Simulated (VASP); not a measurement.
# Na2HgSe2 (P6/mmm) in VASP: single point with PBE

Aim: the single point of Na2HgSe2 with PBE.

Everything below comes from runs of VASP 6.6.1. Logs are shortened: lines on timing, memory, paths and dates and some standing lists are left out, and cuts for length are marked.

## 1. The cell of the first run

Symmetry: P6/mmm, No. 191, hexagonal system. The conventional cell has a = 4.771 Å, b = 4.771 Å, c = 7.762 Å, α = 90.00°, β = 90.00°, γ = 120.00°. Na (site symmetry -6m2) has 3 Na at 2.75 Å and 6 Se at 3.32 Å within 3.6 Å. Hg (site symmetry 6/mmm) has 2 Se at 2.02 Å within 2.7 Å. Se (site symmetry 6mm) has 1 Hg at 2.02 Å within 2.7 Å.

## 2. Single point, PBE

Input file INCAR:

```
ALGO = Normal
EDIFF = 1E-6
ENCUT = 520
GGA = PE
ISIF = 2
ISMEAR = 0
LASPH = True
LCHARG = False
LREAL = False
LWAVE = False
NBANDS = 27
NELM = 100
PREC = Accurate
SIGMA = 0.1
```

Input file KPOINTS:

```
k-points
0
Gamma
  6 6 2
```

Input file POSCAR:

```
Na2HgSe2
1.0
    4.7713265600      0.0000000000      0.0000000000
   -2.3856632800      4.1320900100      0.0000000000
    0.0000000000      0.0000000000      7.7617659000
Na Hg Se
2 1 2
Direct
    0.3333333300      0.6666666700      0.0000000000
    0.6666666700      0.3333333300      0.0000000000
    0.0000000000      0.0000000000      0.5000000000
    0.0000000000      0.0000000000      0.2392185400
    0.0000000000      0.0000000000      0.7607814600
```

Potentials or basis: VASP PAW PBE potentials, release 64 (Na_pv, Hg, Se).

Launch:

```console
cat potpaw_PBE.64/Na_pv/POTCAR potpaw_PBE.64/Hg/POTCAR potpaw_PBE.64/Se/POTCAR > POTCAR
mpirun -np 1 vasp_std > vasp.out
```

OUTCAR:

```text
EDIFF = 1E-6
   ENCUT = 520
   GGA = PE
   ISIF = 2
   ISMEAR = 0
   LASPH = True
   LREAL = False
   NELM = 100
   PREC = Accurate

 ion  position               nearest neighbor table
   1  0.333  0.667  0.000-   2 2.75   2 2.75   2 2.75
   2  0.667  0.333  0.000-   1 2.75   1 2.75   1 2.75
   3  0.000  0.000  0.500-   4 2.02   5 2.02
   4  0.000  0.000  0.239-   3 2.02
   5  0.000  0.000  0.761-   3 2.02

  LATTYP: Found a hexagonal cell.
 ALAT       =     4.7713265600
 C/A-ratio  =     1.6267521836

  Lattice vectors:

 A1 = (   4.7713265600,   0.0000000000,   0.0000000000)
 A2 = (  -2.3856632800,   4.1320900100,   0.0000000000)
 A3 = (   0.0000000000,   0.0000000000,   7.7617659000)

Analysis of symmetry for initial positions (statically):
=====================================================================
 Subroutine PRICEL returns:
 Original cell was already a primitive cell.

 Routine SETGRP: Setting up the symmetry group for a
 hexagonal supercell.

 Subroutine GETGRP returns: Found 24 space group operations
 (whereof 24 operations were pure point group operations)
 out of a pool of 24 trial point group operations.

The static configuration has the point symmetry D_6h.

Analysis of symmetry for dynamics (positions and initial velocities):
=====================================================================
 Subroutine PRICEL returns:
 Original cell was already a primitive cell.

 Routine SETGRP: Setting up the symmetry group for a
 hexagonal supercell.

 Subroutine GETGRP returns: Found 24 space group operations
 (whereof 24 operations were pure point group operations)
 out of a pool of 24 trial point group operations.

The dynamic configuration has the point symmetry D_6h.

 Subroutine INISYM returns: Found 24 space group operations
 (whereof 24 operations are pure point group operations),
 and found     1 'primitive' translations

----------------------------------------------------------------------------------------

                                     Primitive cell

  volume of cell :     153.0275

  direct lattice vectors                    reciprocal lattice vectors
     4.771326560  0.000000000  0.000000000     0.209585319  0.121004140  0.000000000
    -2.385663280  4.132090010  0.000000000     0.000000000  0.242008281  0.000000000
     0.000000000  0.000000000  7.761765900     0.000000000  0.000000000  0.128836661

  length of vectors
     4.771326560  4.771326559  7.761765900     0.242008281  0.242008281  0.128836661

  position of ions in fractional coordinates (direct lattice)
     0.333333330  0.666666670  0.000000000
     0.666666670  0.333333330  0.000000000
     0.000000000  0.000000000  0.500000000
     0.000000000  0.000000000  0.239218540
     0.000000000  0.000000000  0.760781460

  ion indices of the primitive-cell ions
   primitive index   ion index
                 1           1
                 2           2
                 3           3
                 4           4
                 5           5

----------------------------------------------------------------------------------------

 KPOINTS: k-points

Automatic generation of k-mesh.
 Grid dimensions read from file:
 generate k-points for:    6    6    2

 Generating k-lattice:

  Cartesian coordinates                     Fractional coordinates (reciprocal lattice)
     0.034930887  0.020167357  0.000000000     0.166666667  0.000000000  0.000000000
     0.000000000  0.040334713  0.000000000     0.000000000  0.166666667  0.000000000
     0.000000000  0.000000000  0.064418330     0.000000000  0.000000000  0.500000000

  Length of vectors
     0.040334713  0.040334713  0.064418330

  Shift w.r.t. Gamma in fractional coordinates (k-lattice)
     0.000000000  0.000000000  0.000000000

 Subroutine IBZKPT returns following result:
 ===========================================

 Found     14 irreducible k-points:

 Following reciprocal coordinates:
            Coordinates               Weight
  0.000000  0.000000  0.000000      1.000000
  0.166667 -0.000000  0.000000      6.000000
  0.333333  0.000000  0.000000      6.000000
  0.500000  0.000000  0.000000      3.000000
  0.166667  0.166667  0.000000      6.000000
  0.333333  0.166667  0.000000     12.000000
  0.333333  0.333333  0.000000      2.000000
  0.000000  0.000000  0.500000      1.000000
  0.166667 -0.000000  0.500000      6.000000
  0.333333  0.000000  0.500000      6.000000
  0.500000  0.000000  0.500000      3.000000
  0.166667  0.166667  0.500000      6.000000
  0.333333  0.166667  0.500000     12.000000
  0.333333  0.333333  0.500000      2.000000
   k-points           NKPTS =     14   k-points in BZ     NKDIM =     14   number of bands    NBANDS=     27
   number of dos      NEDOS =    301   number of ions     NIONS =      5
   total plane-waves  NPLWV =  77760
   dimension x,y,z NGX =    36 NGY =   36 NGZ =   60
   dimension x,y,z NGXF=    72 NGYF=   72 NGZF=  120
   ions per type =               2   1   2
   NGX,Y,Z   is equivalent  to a cutoff of  12.54, 12.54, 12.85 a.u.
   NGXF,Y,Z  is equivalent  to a cutoff of  25.09, 25.09, 25.70 a.u.
 SYSTEM =  unknown system
   PREC   = accura    normal or accurate (medium, high low for compatibility)
   ISTART =      0    job   : 0-new  1-cont  2-samecut
   ICHARG =      2    charge: 1-file 2-atom 10-const
   ISPIN  =      1    spin polarized calculation?
   LNONCOLLINEAR =      F non collinear calculations
   LSORBIT =      F    spin-orbit coupling
   LASPH  =      T    aspherical Exc in radial PAW
   ENCUT  =  520.0 eV  38.22 Ry    6.18 a.u.   8.87  8.87 14.43*2*pi/ulx,y,z
   NELM   =    100;   NELMIN=  2; NELMDL= -5     # of ELM steps
   EDIFF  = 0.1E-05   stopping-criterion for ELM
   LREAL  =      F    real-space projection
   EDIFFG = 0.1E-04   stopping-criterion for IOM
   NSW    =      0    number of steps for IOM
   IBRION =     -1    ionic relax: 0-MD 1-quasi-New 2-CG
   NFREE  =      0    steps in history (QN), initial steepest desc. (CG)
   ISIF   =      2    stress and relaxation
   ISYM   =      2    0-nonsym 1-usesym 2-fastsym
   POTIM  = 0.5000    time-step for ionic-motion
   TEBEG  =    0.0;   TEEND  =   0.0 temperature during run
   PSTRESS=    0.0 pullay stress
   NELECT =      38.0000    total number of electrons
   NUPDOWN=      -1.0000    fix difference up-down
   EMIN   =  10.00;   EMAX   =-10.00  energy-range for DOS
   EFERMI =   0.00;   METHOD = LEGACY
   ISMEAR =     0;   SIGMA  =   0.10  broadening in eV -4-tet -1-fermi 0-gaus
   EFERMI_NEDOS =   21; number of points for ismear=-14 and -15
   IALGO  =     38    algorithm
   IMIX   =      4    mixing-type and parameters
     AMIX     =   0.40;   BMIX     =  1.00
     AMIX_MAG =   1.60;   BMIX_MAG =  1.00
  volume/ion in A,a.u.               =      30.61       206.54
  Fermi-wavevector in a.u.,A,eV,Ry     =   1.028994  1.944517 14.406241  1.058829
  Thomas-Fermi vector in A             =   2.163019
   LORBIT       =      0    0 simple, 1 ext, 2 COOP (PROOUT), +10 PAW based schemes
   GGA     = PE    functional components
   LHFCALC =     F    Hartree Fock is set to
   AEXX    =    0.0000 exact exchange contribution
   IVDW    =     0    specifies the selected vdW correction
   LEPSILON=     F    determine dielectric tensor
   LRPA    =     F    only Hartree local field effects (RPA)
 non-spin polarized calculation
 Gauss-broadening in eV      SIGMA  =   0.10
  energy-cutoff  :      520.00
  volume of cell :      153.03
 maximum number of plane-waves:      4152
 NGX is ok and might be reduce to    36
   NGX = 17   NGY = 17   NGZ = 29

 number of electron      38.0000028 magnetization

 Free energy of the ion-electron system (eV)
  ---------------------------------------------------
  ext. energy  EPLUGINS =         0.00000000
  ---------------------------------------------------
  free energy    TOTEN  =        -8.00342065 eV

  energy without entropy =       -8.00342065  energy(sigma->0) =       -8.00342065

 E-fermi :   1.2216     XC(G=0):  -7.6091

 val. band max:        0.6920283423   @ k =   0.0000   0.0000   0.0000
 cond. band min:       1.7361033100   @ k =   0.0000   0.0000   0.0000
 fundamental gap:      1.0440749677
 Fermi energy:         1.2216085388

 k-point     1 :       0.0000    0.0000    0.0000
  band No.  band energies     occupation
      1     -24.3267      2.00000
      2     -24.3267      2.00000
      3     -24.1513      2.00000
      4     -24.1417      2.00000
      5     -24.1417      2.00000
      6     -24.0971      2.00000
[... 19 lines left out ...]
     26       6.3396      0.00000
     27       6.9531      0.00000

 k-point     2 :       0.1667   -0.0000    0.0000
  band No.  band energies     occupation
      1     -24.3317      2.00000
      2     -24.3185      2.00000
      3     -24.1510      2.00000
      4     -24.1480      2.00000
      5     -24.1369      2.00000
      6     -24.1003      2.00000
[... 19 lines left out ...]
     26       6.8628      0.00000
     27       7.6603      0.00000

 k-point     3 :       0.3333    0.0000    0.0000
  band No.  band energies     occupation
      1     -24.3409      2.00000
      2     -24.2987      2.00000
      3     -24.1729      2.00000
      4     -24.1396      2.00000
      5     -24.1278      2.00000
      6     -24.1084      2.00000
[... 19 lines left out ...]
     26       7.7532      0.00000
     27       7.8159      0.00000

 k-point     4 :       0.5000    0.0000    0.0000
  band No.  band energies     occupation
      1     -24.3452      2.00000
      2     -24.2858      2.00000
      3     -24.1869      2.00000
      4     -24.1329      2.00000
      5     -24.1236      2.00000
      6     -24.1150      2.00000
[... 19 lines left out ...]
     26       7.9144      0.00000
     27       8.3331      0.00000
[... 216 lines left out ...]
      4     -24.1420      2.00000
      5     -24.1284      2.00000
      6     -24.1060      2.00000
[... 19 lines left out ...]
     26       6.9048      0.00000
     27       8.0872      0.00000

 k-point    13 :       0.3333    0.1667    0.5000
  band No.  band energies     occupation
      1     -24.3498      2.00000
      2     -24.2752      2.00000
      3     -24.1965      2.00000
      4     -24.1329      2.00000
      5     -24.1200      2.00000
      6     -24.1149      2.00000
[... 19 lines left out ...]
     26       7.3450      0.00000
     27       7.8752      0.00000

 k-point    14 :       0.3333    0.3333    0.5000
  band No.  band energies     occupation
      1     -24.3556      2.00000
      2     -24.2357      2.00000
      3     -24.2357      2.00000
      4     -24.1239      2.00000
      5     -24.1239      2.00000
      6     -24.1150      2.00000
[... 19 lines left out ...]
     26       7.1387      0.00000
     27       7.8272      0.00000

------------------------ aborting loop because EDIFF is reached ----------------------------------------

  FORCE on cell =-STRESS in cart. coord.  units (eV):
  Direction    XX          YY          ZZ          XY          YZ          ZX
  --------------------------------------------------------------------------------------
  -------------------------------------------------------------------------------------
  Total        0.1573249      0.1573249     50.4273818      0.0000000     -0.0000000      0.0000000
  in kB        1.6471705      1.6471705    527.9679349      0.0000000     -0.0000000      0.0000000
  external PRESSURE =     177.0874253 kB  Pullay stress =       0.0000000 kB

 VOLUME and BASIS-vectors are now :
 -----------------------------------------------------------------------------
  energy-cutoff  :      520.00
  volume of cell :      153.03
      direct lattice vectors                 reciprocal lattice vectors
     4.771326560  0.000000000  0.000000000     0.209585319  0.121004140  0.000000000
    -2.385663280  4.132090010  0.000000000     0.000000000  0.242008281  0.000000000
     0.000000000  0.000000000  7.761765900     0.000000000  0.000000000  0.128836661

 POSITION                                       TOTAL-FORCE (eV/Angst)
 -----------------------------------------------------------------------------------
     -0.00000      2.75473      0.00000        -0.000000     -0.000000      0.000000
      2.38566      1.37736      0.00000         0.000000      0.000000     -0.000000
      0.00000      0.00000      3.88088        -0.000000      0.000000      0.000000
      0.00000      0.00000      1.85676        -0.000000     -0.000000    -14.146279
      0.00000      0.00000      5.90501        -0.000000      0.000000     14.146279
 -----------------------------------------------------------------------------------
    total drift:                                0.000000      0.000000      0.000000

  FREE ENERGIE OF THE ION-ELECTRON SYSTEM (eV)
  ---------------------------------------------------
  free  energy   TOTEN  =        -8.0034206514 eV

  energy  without entropy=       -8.0034206514  energy(sigma->0) =       -8.00342065
```

It took 24 s on 1 thread of Intel Xeon 6975P-C (Granite Rapids), shared host; peak memory 0.28 GiB.

What came out:

* Free energy: -8.0034 eV
* Pressure: 17.7 GPa
* Largest force: 14.146 eV/Å
* Band gap on the k mesh: 1.04 eV, direct

Forces in eV/Å, atoms in the order of the input:
```
Na    0.000   0.000   0.000
Na    0.000   0.000   0.000
Hg    0.000   0.000   0.000
Se    0.000   0.000 -14.146
Se    0.000   0.000  14.146
```

Levels at points of the mesh, in eV from the valence-band top:
```
           k point  band 17  band 18  band 19  band 20  band 21  band 22
(0.00, 0.00, 0.00)    -1.61     0.00     0.00     1.04     3.82     4.79
(0.50, 0.00, 0.00)    -1.49    -1.11    -0.26     1.88     2.75     4.41
(0.00, 0.00, 0.50)    -1.48    -0.42    -0.42     1.95     3.58     5.69
(0.50, 0.00, 0.50)    -2.01    -1.74    -0.73     3.27     3.49     4.04
```

Caveat: spin-orbit coupling is left out, which moves the levels of the heavy elements; forces of over 1 eV/Å act on the atoms, so gaps and moduli don't describe the material at rest.
